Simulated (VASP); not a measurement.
Here is a VASP 6.6.1 calculation.

File INCAR:

```
PREC = Accurate
ENCUT = 520
EDIFF = 1E-6
ISMEAR = -1
SIGMA = 0.05
LREAL = Auto
LASPH = True
NELM = 80
ALGO = Normal
ISIF = 2
LWAVE = False
LCHARG = False
GGA = PE
IVDW = 12
NBANDS = 104
```

Contents of KPOINTS:

```
Automatic mesh
0
Gamma
  2 3 1
```

File POSCAR:

```
Cu16B
1.0
    7.2200000000      0.0000000000      0.0000000000
    0.0000000000      5.1053110000      0.0000000000
    0.0000000000      0.0000000000     14.8289830000
Cu B
16 1
Direct
    0.2500000000      0.2499945645      0.0674355079
    0.7500000000      0.2499945645      0.0674355079
    0.2500000000      0.7500032809      0.0674355079
    0.7500000000      0.7500032809      0.0674355079
   -0.0064265928     -0.0518087928      0.1389036591
    0.4980193906      0.0007834978      0.1341359687
   -0.0100138504      0.4255372493      0.1437252980
    0.5017590028      0.5189693635      0.1624588820
    0.2582132964      0.2193598000      0.2290784203
    0.7259556787      0.2019073862      0.2188484537
    0.2340443213      0.7676515691      0.2301573884
    0.7437396122      0.6663061271      0.2621083320
   -0.0132548476      0.0309677510      0.3101291572
    0.4909418283     -0.0281667464      0.3009309539
    0.0334764543      0.5067859725      0.3403807260
    0.4765789474      0.4654760503      0.3454923375
    0.7838781163      0.3349844897      0.3403807260
```

Potentials or basis: VASP PAW PBE potentials, release 64 (Cu, B).

Command:

```console
$ cat potpaw_PBE.64/Cu/POTCAR potpaw_PBE.64/B/POTCAR > POTCAR
$ mpirun -np 1 vasp_std > vasp.out
```

Task: What does it give for the largest force?

Result: 1.834 eV/Å.

Task: Estimate the band gap on the k mesh.

Result: Zero (an odd number of electrons rules out a gap without spin polarisation).

Forces in eV/Å, atoms in the order of the input:
```
Cu   0.104  0.148 -0.285
Cu  -0.636 -0.122 -1.491
Cu   0.031 -0.672 -0.240
Cu  -0.451 -0.669  0.088
Cu  -0.077  0.399  0.273
Cu  -0.370 -0.374 -0.380
Cu   0.586  1.626  0.616
Cu  -0.360 -0.119 -0.748
Cu  -0.446  1.406  0.609
Cu   0.582 -0.441  1.015
Cu  -0.104 -1.582  0.767
Cu   0.724  0.756  0.140
Cu  -0.459 -0.183  0.219
Cu   0.502 -0.200  0.988
Cu   0.363  0.215 -0.533
Cu   0.304 -0.122 -0.878
B   -0.291 -0.066 -0.163
```

Caveat: the k points lie up to 0.44 Å⁻¹ apart, too coarse for converged energies and pressures of a metal; there is no dipole correction, which matters where the two faces differ.
